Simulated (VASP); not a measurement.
# HgS (F-43m) in VASP: further runs

Runs on HgS. Level: PBE. Tasks: single point, relaxation of cell and atoms.

Program: VASP 6.6.1. These are calculated values, not measurements. Logs are shortened: lines on timing, memory, paths and dates and some standing lists are left out, and cuts for length are marked.

## (1) The cell of the first run

The structure is cubic, space group F-43m (No. 216). The conventional cell has a = 5.992 Å, b = 5.992 Å, c = 5.992 Å, α = 90.00°, β = 90.00°, γ = 90.00°. Hg (site symmetry -43m) has 4 S at 2.59 Å within 3.4 Å. Within 3.4 Å of S (site symmetry -43m) lie 4 Hg at 2.59 Å.

## (2) Single point, PBE

INCAR

```
SYSTEM = HgS
PREC     = Accurate       ! precision mode
ENCUT    = 500            ! plane-wave cutoff, eV
EDIFF    = 1E-6           ! SCF threshold, eV
ISMEAR   = 1              ! smearing method
SIGMA    = 0.02           ! smearing width, eV
LREAL    = .FALSE.        ! projectors in reciprocal space
LASPH    = .TRUE.         ! aspherical terms in the spheres
NELM     = 120            ! most SCF steps
ALGO     = Normal         ! electronic algorithm
ISIF     = 2              ! what is computed and relaxed
LWAVE    = .FALSE.        ! write WAVECAR
LCHARG   = .FALSE.        ! write CHGCAR
GGA      = PE             ! functional
NBANDS   = 16             ! bands
GGA_COMPAT= .FALSE.
```

KPOINTS

```
Automatic mesh
0
G
  7 7 7
  0 0 0
```

POSCAR

```
HgS
1.0
    0.0000000000      2.9957519749      2.9957519749
    2.9957519749      0.0000000000      2.9957519749
    2.9957519749      2.9957519749      0.0000000000
Hg S
1 1
Direct
    0.0000000000      0.0000000000      0.0000000000
    0.2500000000      0.2500000000      0.2500000000
```

Potentials or basis: VASP PAW PBE potentials, release 64 (Hg, S).

Run with:

```
$ cat potpaw_PBE.64/Hg/POTCAR potpaw_PBE.64/S/POTCAR > POTCAR
$ mpirun -np 1 vasp_std > vasp.out
```

OUTCAR:

```text
SYSTEM = HgS
   PREC = Accurate
   ENCUT = 500
   EDIFF = 1E-6
   ISMEAR = 1
   LREAL = .FALSE.
   LASPH = .TRUE.
   NELM = 120
   ISIF = 2
   GGA = PE

 ion  position               nearest neighbor table
   1  0.000  0.000  0.000-   2 2.59   2 2.59   2 2.59   2 2.59
   2  0.250  0.250  0.250-   1 2.59   1 2.59   1 2.59   1 2.59

  LATTYP: Found a face centered cubic cell.
 ALAT       =     5.9915039498

  Lattice vectors:

 A1 = (   0.0000000000,   2.9957519749,   2.9957519749)
 A2 = (   2.9957519749,   0.0000000000,   2.9957519749)
 A3 = (   2.9957519749,   2.9957519749,   0.0000000000)

Analysis of symmetry for initial positions (statically):
=====================================================================
 Subroutine PRICEL returns:
 Original cell was already a primitive cell.

 Routine SETGRP: Setting up the symmetry group for a
 face centered cubic supercell.

 Subroutine GETGRP returns: Found 24 space group operations
 (whereof 24 operations were pure point group operations)
 out of a pool of 48 trial point group operations.

The static configuration has the point symmetry T_d .

Analysis of symmetry for dynamics (positions and initial velocities):
=====================================================================
 Subroutine PRICEL returns:
 Original cell was already a primitive cell.

 Routine SETGRP: Setting up the symmetry group for a
 face centered cubic supercell.

 Subroutine GETGRP returns: Found 24 space group operations
 (whereof 24 operations were pure point group operations)
 out of a pool of 48 trial point group operations.

The dynamic configuration has the point symmetry T_d .

 Subroutine INISYM returns: Found 24 space group operations
 (whereof 24 operations are pure point group operations),
 and found     1 'primitive' translations

----------------------------------------------------------------------------------------

                                     Primitive cell

  volume of cell :      53.7709

  direct lattice vectors                    reciprocal lattice vectors
     0.000000000  2.995751975  2.995751975    -0.166903003  0.166903003  0.166903003
     2.995751975  0.000000000  2.995751975     0.166903003 -0.166903003  0.166903003
     2.995751975  2.995751975  0.000000000     0.166903003  0.166903003 -0.166903003

  length of vectors
     4.236633072  4.236633072  4.236633072     0.289084481  0.289084481  0.289084481

  position of ions in fractional coordinates (direct lattice)
     0.000000000  0.000000000  0.000000000
     0.250000000  0.250000000  0.250000000

  ion indices of the primitive-cell ions
   primitive index   ion index
                 1           1
                 2           2

----------------------------------------------------------------------------------------

 KPOINTS: Automatic mesh

Automatic generation of k-mesh.
 Grid dimensions read from file:
 generate k-points for:    7    7    7

 Generating k-lattice:

  Cartesian coordinates                     Fractional coordinates (reciprocal lattice)
    -0.023843286  0.023843286  0.023843286     0.142857143  0.000000000  0.000000000
     0.023843286 -0.023843286  0.023843286     0.000000000  0.142857143  0.000000000
     0.023843286  0.023843286 -0.023843286     0.000000000  0.000000000  0.142857143

  Length of vectors
     0.041297783  0.041297783  0.041297783

  Shift w.r.t. Gamma in fractional coordinates (k-lattice)
     0.000000000  0.000000000  0.000000000

 Subroutine IBZKPT returns following result:
 ===========================================

 Found     20 irreducible k-points:

 Following reciprocal coordinates:
            Coordinates               Weight
  0.000000  0.000000  0.000000      1.000000
  0.142857  0.000000  0.000000      8.000000
  0.285714  0.000000  0.000000      8.000000
  0.428571  0.000000  0.000000      8.000000
  0.142857  0.142857  0.000000      6.000000
  0.285714  0.142857  0.000000     24.000000
[... 12 lines left out ...]
 -0.428571  0.428571  0.142857     24.000000
 -0.285714  0.428571  0.142857     24.000000
   k-points           NKPTS =     20   k-points in BZ     NKDIM =     20   number of bands    NBANDS=     16
   number of dos      NEDOS =    301   number of ions     NIONS =      2
   total plane-waves  NPLWV =  32768
   dimension x,y,z NGX =    32 NGY =   32 NGZ =   32
   dimension x,y,z NGXF=    64 NGYF=   64 NGZF=   64
   ions per type =               1   1
   NGX,Y,Z   is equivalent  to a cutoff of  12.56, 12.56, 12.56 a.u.
   NGXF,Y,Z  is equivalent  to a cutoff of  25.11, 25.11, 25.11 a.u.
 SYSTEM =  HgS
   PREC   = accura    normal or accurate (medium, high low for compatibility)
   ISTART =      0    job   : 0-new  1-cont  2-samecut
   ICHARG =      2    charge: 1-file 2-atom 10-const
   ISPIN  =      1    spin polarized calculation?
   LNONCOLLINEAR =      F non collinear calculations
   LSORBIT =      F    spin-orbit coupling
   LASPH  =      T    aspherical Exc in radial PAW
   ENCUT  =  500.0 eV  36.75 Ry    6.06 a.u.   7.72  7.72  7.72*2*pi/ulx,y,z
   NELM   =    120;   NELMIN=  2; NELMDL= -5     # of ELM steps
   EDIFF  = 0.1E-05   stopping-criterion for ELM
   LREAL  =      F    real-space projection
   EDIFFG = 0.1E-04   stopping-criterion for IOM
   NSW    =      0    number of steps for IOM
   IBRION =     -1    ionic relax: 0-MD 1-quasi-New 2-CG
   NFREE  =      0    steps in history (QN), initial steepest desc. (CG)
   ISIF   =      2    stress and relaxation
   ISYM   =      2    0-nonsym 1-usesym 2-fastsym
   POTIM  = 0.5000    time-step for ionic-motion
   TEBEG  =    0.0;   TEEND  =   0.0 temperature during run
   PSTRESS=    0.0 pullay stress
   NELECT =      18.0000    total number of electrons
   NUPDOWN=      -1.0000    fix difference up-down
   EMIN   =  10.00;   EMAX   =-10.00  energy-range for DOS
   EFERMI =   0.00;   METHOD = LEGACY
   ISMEAR =     1;   SIGMA  =   0.02  broadening in eV -4-tet -1-fermi 0-gaus
   EFERMI_NEDOS =   21; number of points for ismear=-14 and -15
   IALGO  =     38    algorithm
   IMIX   =      4    mixing-type and parameters
     AMIX     =   0.40;   BMIX     =  1.00
     AMIX_MAG =   1.60;   BMIX_MAG =  1.00
  volume/ion in A,a.u.               =      26.89       181.43
  Fermi-wavevector in a.u.,A,eV,Ry     =   1.136710  2.148071 17.580229  1.292110
  Thomas-Fermi vector in A             =   2.273415
   LORBIT       =      0    0 simple, 1 ext, 2 COOP (PROOUT), +10 PAW based schemes
   GGA     = PE    functional components
   LHFCALC =     F    Hartree Fock is set to
   AEXX    =    0.0000 exact exchange contribution
   IVDW    =     0    specifies the selected vdW correction
   LEPSILON=     F    determine dielectric tensor
   LRPA    =     F    only Hartree local field effects (RPA)
 non-spin polarized calculation
 Methfessel and Paxton  Order N= 1 SIGMA  =   0.02
  energy-cutoff  :      500.00
  volume of cell :       53.77
 maximum number of plane-waves:      1380
   NGX = 15   NGY = 15   NGZ = 15

 number of electron      18.0000000 magnetization

 Free energy of the ion-electron system (eV)
  ---------------------------------------------------
  ext. energy  EPLUGINS =         0.00000000
  ---------------------------------------------------
  free energy    TOTEN  =        -4.55339223 eV

  energy without entropy =       -4.55334869  energy(sigma->0) =       -4.55337772

 E-fermi :   1.4370     XC(G=0):  -8.9591

 val. band max:        1.4330199556   @ k =   0.0000   0.0000   0.0000
 cond. band min:       2.2856869550   @ k =   0.1429   0.0000   0.0000
 fundamental gap:      0.8526669994
 Fermi energy:         1.4370478351

 k-point     1 :       0.0000    0.0000    0.0000
  band No.  band energies     occupation
      1     -11.3342      2.00000
      2      -5.2451      2.00000
      3      -5.2451      2.00000
      4      -5.2451      2.00000
      5      -4.4726      2.00000
      6      -4.4726      2.00000
[... 8 lines left out ...]
     15      12.9440      0.00000
     16      12.9440      0.00000

 k-point     2 :       0.1429    0.0000    0.0000
  band No.  band energies     occupation
      1     -11.2504      2.00000
      2      -5.2041      2.00000
      3      -5.2041      2.00000
      4      -5.2033      2.00000
      5      -4.4746      2.00000
      6      -4.4746      2.00000
[... 8 lines left out ...]
     15      12.2721      0.00000
     16      12.2721      0.00000

 k-point     3 :       0.2857    0.0000    0.0000
  band No.  band energies     occupation
      1     -11.0563      2.00000
      2      -5.1222      2.00000
      3      -5.1222      2.00000
      4      -4.9814      2.00000
      5      -4.4599      2.00000
      6      -4.4599      2.00000
[... 8 lines left out ...]
     15      12.1597      0.00000
     16      12.1597      0.00000

 k-point     4 :       0.4286    0.0000    0.0000
  band No.  band energies     occupation
      1     -10.8953      2.00000
      2      -5.0725      2.00000
      3      -5.0725      2.00000
      4      -4.4221      2.00000
      5      -4.4221      2.00000
      6      -4.4095      2.00000
[... 8 lines left out ...]
     15      13.1363      0.00000
     16      13.1363      0.00000
[... 248 lines left out ...]
 k-point    18 :      -0.4286    0.2857    0.1429
  band No.  band energies     occupation
      1     -10.7965      2.00000
      2      -4.9994      2.00000
      3      -4.9410      2.00000
      4      -4.5947      2.00000
      5      -4.4332      2.00000
      6      -4.1750      2.00000
[... 8 lines left out ...]
     15      13.3130      0.00000
     16      14.2075      0.00000

 k-point    19 :      -0.4286    0.4286    0.1429
  band No.  band energies     occupation
      1     -10.7437      2.00000
      2      -4.9974      2.00000
      3      -4.8316      2.00000
      4      -4.6826      2.00000
      5      -4.3965      2.00000
      6      -4.0869      2.00000
[... 8 lines left out ...]
     15      13.9395      0.00000
     16      14.0083      0.00000

 k-point    20 :      -0.2857    0.4286    0.1429
  band No.  band energies     occupation
      1     -10.7306      2.00000
      2      -4.9597      2.00000
      3      -4.8452      2.00000
      4      -4.5622      2.00000
      5      -4.4829      2.00000
      6      -3.9018      2.00000
[... 8 lines left out ...]
     15      13.3685      0.00000
     16      14.8091      0.00000

------------------------ aborting loop because EDIFF is reached ----------------------------------------

  FORCE on cell =-STRESS in cart. coord.  units (eV):
  Direction    XX          YY          ZZ          XY          YZ          ZX
  --------------------------------------------------------------------------------------
  -------------------------------------------------------------------------------------
  Total        0.0825395      0.0825395      0.0825395     -0.0000000     -0.0000000      0.0000000
  in kB        2.4593764      2.4593764      2.4593764     -0.0000000     -0.0000000      0.0000000
  external PRESSURE =       2.4593764 kB  Pullay stress =       0.0000000 kB

 VOLUME and BASIS-vectors are now :
 -----------------------------------------------------------------------------
  energy-cutoff  :      500.00
  volume of cell :       53.77
      direct lattice vectors                 reciprocal lattice vectors
     0.000000000  2.995751975  2.995751975    -0.166903003  0.166903003  0.166903003
     2.995751975  0.000000000  2.995751975     0.166903003 -0.166903003  0.166903003
     2.995751975  2.995751975  0.000000000     0.166903003  0.166903003 -0.166903003

 POSITION                                       TOTAL-FORCE (eV/Angst)
 -----------------------------------------------------------------------------------
      0.00000      0.00000      0.00000         0.000000      0.000000      0.000000
      1.49788      1.49788      1.49788        -0.000000     -0.000000     -0.000000
 -----------------------------------------------------------------------------------
    total drift:                               -0.000000     -0.000000     -0.000000

  FREE ENERGIE OF THE ION-ELECTRON SYSTEM (eV)
  ---------------------------------------------------
  free  energy   TOTEN  =        -4.5533922286 eV

  energy  without entropy=       -4.5533486882  energy(sigma->0) =       -4.55337772
```

It took 31 s on 1 thread of AMD EPYC 7R43 (Zen 3), shared host; peak memory 0.14 GiB.

Results:

- Free energy: -4.5534 eV
- Pressure: 0.2 GPa
- Band gap on the k mesh: zero (filled and empty bands touch)

Caveat: semilocal functionals underestimate gaps, and a narrow one can read as zero; spin-orbit coupling is left out, which moves the levels of the heavy elements.

## (3) Relaxation of cell and atoms, PBE

This run uses another cell than the first one, of 25.03 Å³/atom.

INCAR

```
SYSTEM = HgS
PREC = Accurate
ENCUT = 500
EDIFF = 1E-7
ISMEAR = 1
SIGMA = 0.02
LREAL = .FALSE.
LASPH = .TRUE.
NELM = 120
ALGO = Normal
ISIF = 3
LWAVE = .FALSE.
LCHARG = .FALSE.
GGA = PE
IBRION = 2
NSW = 60
EDIFFG = -0.01
GGA_COMPAT = .FALSE.
NELMIN = 4
```

KPOINTS is that of step 2.

POSCAR

```
HgS
1.0
    0.0000000000      2.9250000000      2.9250000000
    2.9250000000      0.0000000000      2.9250000000
    2.9250000000      2.9250000000      0.0000000000
Hg S
1 1
Direct
    0.0000000000      0.0000000000      0.0000000000
    0.2500000000      0.2500000000      0.2500000000
```

Potentials or basis: VASP PAW PBE potentials, release 64 (Hg, S).

Run with:

```
$ cat potpaw_PBE.64/Hg/POTCAR potpaw_PBE.64/S/POTCAR > POTCAR
$ mpirun -np 1 vasp_std > vasp.out
```

OUTCAR:

```text
SYSTEM = HgS
   PREC = Accurate
   ENCUT = 500
   EDIFF = 1E-7
   ISMEAR = 1
   LREAL = .FALSE.
   LASPH = .TRUE.
   NELM = 120
   ISIF = 3
   GGA = PE
   IBRION = 2
   NSW = 60
   EDIFFG = -0.01
   NELMIN = 4

 ion  position               nearest neighbor table
   1  0.000  0.000  0.000-   2 2.53   2 2.53   2 2.53   2 2.53
   2  0.250  0.250  0.250-   1 2.53   1 2.53   1 2.53   1 2.53

  LATTYP: Found a face centered cubic cell.
 ALAT       =     5.8500000000

  Lattice vectors:

 A1 = (   0.0000000000,   2.9250000000,   2.9250000000)
 A2 = (   2.9250000000,   0.0000000000,   2.9250000000)
 A3 = (   2.9250000000,   2.9250000000,   0.0000000000)

[... 178 lines left out ...]
  -------------------------------------------------------------------------------------
  Total        1.4509164      1.4509164      1.4509164     -0.0000000      0.0000000     -0.0000000
  in kB       46.4456857     46.4456857     46.4456857     -0.0000000      0.0000000     -0.0000000
  external PRESSURE =      46.4456857 kB  Pullay stress =       0.0000000 kB
[... 59 lines left out ...]
--------------------------------------- Ionic step        3  -------------------------------------------

 number of electron      18.0000005 magnetization

 Free energy of the ion-electron system (eV)
  ---------------------------------------------------
  ext. energy  EPLUGINS =         0.00000000
  ---------------------------------------------------
  free energy    TOTEN  =        -4.55220300 eV

  energy without entropy =       -4.55215946  energy(sigma->0) =       -4.55218849

 E-fermi :   1.3918     XC(G=0):  -8.9360

 val. band max:        1.3877279739   @ k =   0.0000   0.0000   0.0000
 cond. band min:       2.2357041690   @ k =   0.1429   0.0000   0.0000
 fundamental gap:      0.8479761951
 Fermi energy:         1.3917558343

 k-point     1 :       0.0000    0.0000    0.0000
  band No.  band energies     occupation
      1     -11.3465      2.00000
      2      -5.2634      2.00000
      3      -5.2634      2.00000
      4      -5.2634      2.00000
      5      -4.4999      2.00000
      6      -4.4999      2.00000
      7       0.8430      2.00000
      8       1.3877      1.33334
      9       1.3877      1.33334
     10       1.3877      1.33332
     11       7.5183      0.00000
     12       7.5183      0.00000
     13       7.5183      0.00000
[... 331 lines left out ...]
  FREE ENERGIE OF THE ION-ELECTRON SYSTEM (eV)
  ---------------------------------------------------
  free  energy   TOTEN  =        -4.5522030008 eV

  energy  without entropy=       -4.5521594604  energy(sigma->0) =       -4.55218849

 reached required accuracy - stopping structural energy minimisation
```

OSZICAR:

```text
N       E                     dE             d eps       ncg     rms          rms(c)
DAV:   1     0.112511263702E+03    0.11251E+03   -0.86846E+03   536   0.121E+03
DAV:   2    -0.584406377027E-01   -0.11257E+03   -0.10467E+03   575   0.280E+02
DAV:   3    -0.491271067136E+01   -0.48543E+01   -0.48275E+01   640   0.604E+01
[... 34 lines left out ...]
DAV:   5    -0.455218869880E+01    0.10801E-03   -0.68885E-04   620   0.416E-01    0.834E-02
DAV:   6    -0.455219876014E+01   -0.10061E-04   -0.78541E-05   565   0.115E-01    0.257E-02
DAV:   7    -0.455220009737E+01   -0.13372E-05   -0.80869E-07   620   0.102E-02    0.211E-02
DAV:   8    -0.455220304633E+01   -0.29490E-05   -0.29237E-06   550   0.188E-02    0.555E-03
DAV:   9    -0.455220300078E+01    0.45557E-07   -0.12329E-07   436   0.418E-03
   3 F= -.45522030E+01 E0= -.45521885E+01  d E =-.536731E-01
```

It took 46 s on 1 thread of AMD EPYC 7R43 (Zen 3), shared host; peak memory 0.14 GiB.

Results:

```
Free energy                           : -4.5522 eV
Relaxed volume                        : 27.02 Å³/atom
Relaxed cell                          : a = 4.243 Å, b = 4.243 Å, c = 4.243 Å, α = 60.00°, β = 60.00°, γ = 60.00°
Space group after relaxing (to 0.1 Å) : F-43m (No. 216)
Energy gained by relaxing             : 26.8 meV/atom
Ionic steps                           : 3
Pressure after relaxing               : 0.0 GPa
Band gap on the k mesh                : zero (filled and empty bands touch)
```

Step by step:
```csv
step,energy change (eV),largest force (eV/Å),pressure (GPa),volume (Å³)
1,0.0000,0.0000,4.64,50.05
2,-0.0479,0.0000,-1.24,55.49
3,-0.0537,0.0000,0.01,54.03
```

Final structure:
```
CELL_PARAMETERS angstrom
0.00000 3.00056 3.00056
3.00056 0.00000 3.00056
3.00056 3.00056 0.00000
ATOMIC_POSITIONS crystal
Hg 0.00000 0.00000 0.00000
S 0.25000 0.25000 0.25000
```

Caveat: semilocal functionals underestimate gaps, and a narrow one can read as zero; spin-orbit coupling is left out, which moves the levels of the heavy elements.

The gap in the log of VASP goes by the Fermi energy; the results here count the filled bands.